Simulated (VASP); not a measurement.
# Al12C in VASP: single point with PBE

Aim: the single point of Al12C with PBE.

All numbers are computed with VASP 6.6.1; they aren't measurements. Logs are shortened: lines on timing, memory, paths and dates and some standing lists are left out, and cuts for length are marked.

### 1 The cell of the first run

The cell holds a slab with vacuum, 13 atoms: a = 5.714 Å, b = 5.714 Å, c = 19.675 Å, α = 90.00°, β = 90.00°, γ = 90.00°.

### 2 Single point, PBE

Input file INCAR:

```
SYSTEM = Al12C
  PREC = Accurate
  ENCUT = 520
  EDIFF = 1E-7
  ISMEAR = 0
  SIGMA = 0.1
  LREAL = .False.
  LASPH = .True.
  NELM = 60
  ALGO = Normal
  ISIF = 2
  LWAVE = .False.
  LCHARG = .False.
  LDIPOL = .True.
  IDIPOL = 3
  DIPOL = 0.5 0.5 0.323
  GGA = PE
  NBANDS = 32
```

Input file KPOINTS:

```
Automatic mesh
0
Gamma
  5 5 1
  0 0 0
```

Input file POSCAR:

```
Al12C
1.0
    5.7143028096      0.0000000000      0.0000000000
    0.0000000000      5.7143028096      0.0000000000
    0.0000000000      0.0000000000     19.6750228481
Al C
12 1
Direct
    0.2500000000      0.2500000000      0.2033034488
    0.2500000000      0.7500000000      0.2033034488
    0.7500000000      0.2500000000      0.2033034488
    0.7500000000      0.7500000000      0.2033034488
    0.0000000000      0.0000000000      0.3092772432
    0.0000000000      0.5000000000      0.3092772432
    0.5000000000      0.0000000000      0.3092772432
    0.5000000000      0.5000000000      0.3092772432
    0.2500000000      0.2500000000      0.4155025847
    0.2500000000      0.7500000000      0.4155025847
    0.7500000000      0.2500000000      0.4155025847
    0.7500000000      0.7500000000      0.4155025847
    0.3333333333      0.4166666667      0.4927354474
```

Potentials or basis: VASP PAW PBE potentials, release 64 (Al, C).

Command:

```
cat potpaw_PBE.64/Al/POTCAR potpaw_PBE.64/C/POTCAR > POTCAR
mpirun -np 1 vasp_std > vasp.out
```

OUTCAR:

```text
SYSTEM = Al12C
   PREC = Accurate
   ENCUT = 520
   EDIFF = 1E-7
   ISMEAR = 0
   LREAL = .False.
   LASPH = .True.
   NELM = 60
   ISIF = 2
   GGA = PE

 ion  position               nearest neighbor table
   1  0.250  0.250  0.203-   2 2.86   3 2.86   2 2.86   3 2.86   7 2.90   8 2.90   5 2.90   6 2.90

   2  0.250  0.750  0.203-   1 2.86   4 2.86   1 2.86   4 2.86   7 2.90   8 2.90   5 2.90   6 2.90

   3  0.750  0.250  0.203-   1 2.86   4 2.86   4 2.86   1 2.86   7 2.90   8 2.90   5 2.90   6 2.90
[... 4 lines left out ...]
                            11 2.91  12 2.91   9 2.91  10 2.91
   6  0.000  0.500  0.309-   5 2.86   8 2.86   5 2.86   8 2.86   1 2.90   2 2.90   3 2.90   4 2.90
                            11 2.91  12 2.91   9 2.91  10 2.91
   7  0.500  0.000  0.309-   5 2.86   8 2.86   8 2.86   5 2.86   1 2.90   2 2.90   3 2.90   4 2.90
                            11 2.91  12 2.91   9 2.91  10 2.91
   8  0.500  0.500  0.309-   6 2.86   7 2.86   7 2.86   6 2.86   1 2.90   2 2.90   3 2.90   4 2.90
                            11 2.91  12 2.91   9 2.91  10 2.91
   9  0.250  0.250  0.416-  13 1.86  11 2.86  10 2.86  10 2.86  11 2.86   6 2.91   7 2.91   8 2.91
                             5 2.91
  10  0.250  0.750  0.416-  13 2.48  12 2.86   9 2.86   9 2.86  12 2.86   6 2.91   7 2.91   8 2.91
                             5 2.91
  11  0.750  0.250  0.416-   9 2.86  12 2.86  12 2.86   9 2.86   5 2.91   6 2.91   7 2.91   8 2.91

  12  0.750  0.750  0.416-  10 2.86  11 2.86  11 2.86  10 2.86   5 2.91   6 2.91   7 2.91   8 2.91

  13  0.333  0.417  0.493-   9 1.86  10 2.48

  LATTYP: Found a simple tetragonal cell.
 ALAT       =     5.7143028096
 C/A-ratio  =     3.4431186977

  Lattice vectors:

 A1 = (   5.7143028096,   0.0000000000,   0.0000000000)
 A2 = (   0.0000000000,   5.7143028096,   0.0000000000)
 A3 = (   0.0000000000,   0.0000000000,  19.6750228481)

Analysis of symmetry for initial positions (statically):
=====================================================================
 Subroutine PRICEL returns:
 Original cell was already a primitive cell.

 Routine SETGRP: Setting up the symmetry group for a
 simple tetragonal supercell.

 Subroutine GETGRP returns: Found  1 space group operations
 (whereof  1 operations were pure point group operations)
 out of a pool of 16 trial point group operations.

The static configuration has the point symmetry C_1 .

Analysis of symmetry for dynamics (positions and initial velocities):
=====================================================================
 Subroutine PRICEL returns:
[... 141 lines left out ...]
  Fermi-wavevector in a.u.,A,eV,Ry     =   0.648855  1.226158  5.728225  0.421013
  Thomas-Fermi vector in A             =   1.717622
   LORBIT       =      0    0 simple, 1 ext, 2 COOP (PROOUT), +10 PAW based schemes
   GGA     = PE    functional components
   LHFCALC =     F    Hartree Fock is set to
   AEXX    =    0.0000 exact exchange contribution
   IVDW    =     0    specifies the selected vdW correction
   LEPSILON=     F    determine dielectric tensor
   LRPA    =     F    only Hartree local field effects (RPA)
 non-spin polarized calculation
 Gauss-broadening in eV      SIGMA  =   0.10
  energy-cutoff  :      520.00
  volume of cell :      642.45
 maximum number of plane-waves:     17320
   NGX = 21   NGY = 21   NGZ = 73

 dipolmoment           0.000000      0.000000     -0.055107 electrons x Angstroem

 number of electron      39.9999999 magnetization

 dipolmoment           0.000000      0.000000      0.240616 electrons x Angstroem

 Free energy of the ion-electron system (eV)
  ---------------------------------------------------
  ext. energy  EPLUGINS =         0.00000000
  ---------------------------------------------------
  free energy    TOTEN  =       -46.20198813 eV

  energy without entropy =      -46.17971043  energy(sigma->0) =      -46.19084928

 E-fermi :  -0.8183     XC(G=0):  -4.3389

 val. band max:       -0.8427201537   @ k =  -0.2000   0.2000   0.0000
 cond. band min:      -0.7514391729   @ k =   0.4000   0.4000   0.0000
 fundamental gap:      0.0912809808
 Fermi energy:        -0.8182948185

 k-point     1 :       0.0000    0.0000    0.0000
  band No.  band energies     occupation
      1     -11.1794      2.00000
      2     -10.2354      2.00000
      3      -8.3771      2.00000
      4      -6.5781      2.00000
      5      -6.5326      2.00000
      6      -6.4516      2.00000
[... 444 lines left out ...]
     31       2.0432      0.00000
     32       2.3457      0.00000

------------------------ aborting loop because EDIFF is reached ----------------------------------------

 vacuum level on the upper side and lower side of the slab       (xc-potential included)         0.625        -0.674

  FORCE on cell =-STRESS in cart. coord.  units (eV):
  Direction    XX          YY          ZZ          XY          YZ          ZX
  --------------------------------------------------------------------------------------
  -------------------------------------------------------------------------------------
  Total       -8.7827106     -9.2519098      0.1925874      0.9316771      2.6888165      1.3055707
  in kB      -21.9026876    -23.0727961      0.4802824      2.3234549      6.7054820      3.2558863
  external PRESSURE =     -14.8317338 kB  Pullay stress =       0.0000000 kB

 VOLUME and BASIS-vectors are now :
 -----------------------------------------------------------------------------
  energy-cutoff  :      520.00
  volume of cell :      642.45
      direct lattice vectors                 reciprocal lattice vectors
     5.714302810  0.000000000  0.000000000     0.174999476  0.000000000  0.000000000
     0.000000000  5.714302810  0.000000000     0.000000000  0.174999476  0.000000000
     0.000000000  0.000000000 19.675022848     0.000000000  0.000000000  0.050825862

 POSITION                                       TOTAL-FORCE (eV/Angst)
 -----------------------------------------------------------------------------------
      1.42858      1.42858      4.00000        -0.036556     -0.061478      0.016609
      1.42858      4.28573      4.00000         0.034437      0.121092     -0.001226
      4.28573      1.42858      4.00000         0.065420      0.138418     -0.096047
      4.28573      4.28573      4.00000        -0.016544     -0.111555     -0.024898
      0.00000      0.00000      6.08504        -0.020106      0.005242      0.022171
      0.00000      2.85715      6.08504        -0.108328      0.024051      0.009238
      2.85715      0.00000      6.08504         0.056555     -0.033849      0.140046
      2.85715      2.85715      6.08504         0.025776      0.003669     -0.066723
      1.42858      1.42858      8.17502        -0.635440     -1.266013     -1.302574
      1.42858      4.28573      8.17502         0.155530     -0.987794      0.955398
      4.28573      1.42858      8.17502        -0.435785      0.087191      0.336318
      4.28573      4.28573      8.17502        -0.009094      0.075279      0.026007
      1.90477      2.38096      9.69458         0.924135      2.005748     -0.014318
 -----------------------------------------------------------------------------------
    total drift:                               -0.000077     -0.000071     -0.000021

  FREE ENERGIE OF THE ION-ELECTRON SYSTEM (eV)
  ---------------------------------------------------
  free  energy   TOTEN  =       -46.2019881313 eV

  energy  without entropy=      -46.1797104344  energy(sigma->0) =      -46.19084928

 vacuum level on the upper side and lower side of the slab         4.856         3.512
```

Run time: 7.9 min. Hardware: 1 thread of Intel Xeon Platinum 8488C (Sapphire Rapids), shared host; peak memory 0.66 GiB.

Results:

| Property | Result |
| --- | --- |
| Free energy | -46.2020 eV |
| Largest force | 2.208 eV/Å |
| Band gap on the k mesh | zero (bands 20 and 21 overlap by 0.79 eV) |

Forces on the atoms (eV/Å):
```
Al  -0.037 -0.061  0.017
Al   0.034  0.121 -0.001
Al   0.065  0.138 -0.096
Al  -0.017 -0.112 -0.025
Al  -0.020  0.005  0.022
Al  -0.108  0.024  0.009
Al   0.057 -0.034  0.140
Al   0.026  0.004 -0.067
Al  -0.635 -1.266 -1.303
Al   0.156 -0.988  0.955
Al  -0.436  0.087  0.336
Al  -0.009  0.075  0.026
C    0.924  2.006 -0.014
```
